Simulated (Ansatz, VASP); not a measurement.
## K in VASP and in Ansatz

File POSCAR:

```
K
1.0
    4.1631967487      0.0000000000      0.0000000000
    0.0000000000      4.1631967487      0.0000000000
    0.0000000000      0.0000000000      4.6207320713
K
1
Direct
    0.0000000000      0.0000000000      0.0000000000
```

INCAR.step1

```
SYSTEM = K
PREC = Accurate
ENCUT = 520
ISMEAR = 0
SIGMA = 0.15
LREAL = .FALSE.
LASPH = .TRUE.
NELM = 80
NBANDS = 10
GGA = PE
ALGO = Normal
EDIFF = 1E-4
LWAVE = .TRUE.
LCHARG = .FALSE.
```

File INCAR.step2:

```
SYSTEM = K
PREC = Accurate
ENCUT = 520
EDIFF = 1E-6
ISMEAR = 0
SIGMA = 0.15
LREAL = .FALSE.
LASPH = .TRUE.
NELM = 80
ALGO = Normal
ISIF = 2
LWAVE = .FALSE.
LCHARG = .FALSE.
METAGGA = R2SCAN
LMIXTAU = .TRUE.
NBANDS = 10
ISTART = 1
```

Contents of KPOINTS:

```
regular mesh
0
G
  12 12 12
  0 0 0
```

Input for Ansatz:

```yaml
crystal:
  lattice:
    - [4.1631967487, 0.0, 0.0]
    - [0.0, 4.1631967487, 0.0]
    - [0.0, 0.0, 4.6207320713]
  atoms:
    - { symbol: K, position: [0.0, 0.0, 0.0] }
basis:
  ecutwfc: 500
kpoints:
  mp_grid: { grid: [12, 12, 12] }
hamiltonian:
  xc: r2scan
scf:
  occupations: { method: gaussian, width: 0.15 }
output:
  forces: true
  stress: true
  eigenvalues: true
  write_density: true
  write_potential: true
  elf: true
  volumetric_format: npy
```

Alike in both runs: task single point; functional r2SCAN; k mesh 12 × 12 × 12; occupations gaussian, width 0.15 eV; no spin polarisation.

|  | VASP | Ansatz |
| --- | --- | --- |
| version | VASP 6.6.1 | Ansatz 0.2.0 |
| potentials or method | VASP PAW PBE potentials, release 64 (K_sv), cutoff 520 eV | scalar-relativistic, plane waves, PAW |
| valence electrons in the cell | 9 | 9 |

```csv
,VASP,Ansatz,Ansatz less VASP
gap on the k mesh at the Fermi level (eV),none,none,-
pressure (GPa),0.0,0.0,+0.02
"traceless stress, the component that is largest in VASP (GPa)",-0.66,-0.65,+0.004
```

VASP's potentials were made for PBE, not for r2SCAN. A gap of «none» marks a metal or a gap that the smearing closes.
